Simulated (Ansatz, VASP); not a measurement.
One calculation of Li2O, two programs

INCAR

```
SYSTEM = Li2O
ALGO     = Normal         ! electronic algorithm
EDIFF    = 1E-6           ! SCF threshold, eV
ENCUT    = 750            ! plane-wave cutoff, eV
GGA      = PE             ! functional
GGA_COMPAT= .FALSE.      
ISIF     = 2              ! what is computed and relaxed
ISMEAR   = 0              ! smearing method
LASPH    = .TRUE.         ! aspherical terms in the spheres
LCHARG   = .FALSE.        ! write CHGCAR
LREAL    = .FALSE.        ! projectors in reciprocal space
LWAVE    = .FALSE.        ! write WAVECAR
NBANDS   = 13             ! bands
NELM     = 120            ! most SCF steps
PREC     = Accurate       ! precision mode
SIGMA    = 0.02           ! smearing width, eV
```

The input KPOINTS:

```
k-points
0
G
  8 8 8
  0 0 0
```

Contents of POSCAR:

```
Li2O
1.0
    0.0000000000      2.3359130485      2.3359130485
    2.3359130485      0.0000000000      2.3359130485
    2.3359130485      2.3359130485      0.0000000000
Li O
2 1
Direct
    0.7500000000      0.7500000000      0.7500000000
    0.2500000000      0.2500000000      0.2500000000
    0.0000000000      0.0000000000      0.0000000000
```

Input for Ansatz:

```yaml
crystal:
  lattice:
    - [0.0, 2.3359130485, 2.3359130485]
    - [2.3359130485, 0.0, 2.3359130485]
    - [2.3359130485, 2.3359130485, 0.0]
  atoms:
    - { symbol: Li, position: [0.75, 0.75, 0.75] }
    - { symbol: Li, position: [0.25, 0.25, 0.25] }
    - { symbol: O, position: [0.0, 0.0, 0.0] }
basis:
  ecutwfc: 420
kpoints:
  mp_grid: { grid: [8, 8, 8] }
hamiltonian:
  xc: pbe
scf:
  occupations: { method: gaussian, width: 0.02 }
output:
  forces: true
  stress: true
  eigenvalues: true
  write_density: true
  write_potential: true
  elf: true
  volumetric_format: npy
```

Alike in both runs: task single point; functional PBE; k mesh 8 × 8 × 8; occupations gaussian, width 0.02 eV; no spin polarisation.

|  | VASP | Ansatz |
| --- | --- | --- |
| version | VASP 6.6.1 | Ansatz 0.2.0 |
| potentials or method | VASP PAW PBE potentials, release 64 (Li_sv, O), cutoff 750 eV | scalar-relativistic, plane waves, PAW |
| valence electrons in the cell | 12 | 12 |

|  | VASP | Ansatz | Ansatz less VASP |
| --- | --- | --- | --- |
| gap on the k mesh at the Fermi level (eV) | 4.91 | 4.92 | +0.012 |
| least direct gap on the mesh (eV) | 5.02 | 5.02 | 0.000 |
| pressure (GPa) | -2.6 | -2.2 | +0.36 |
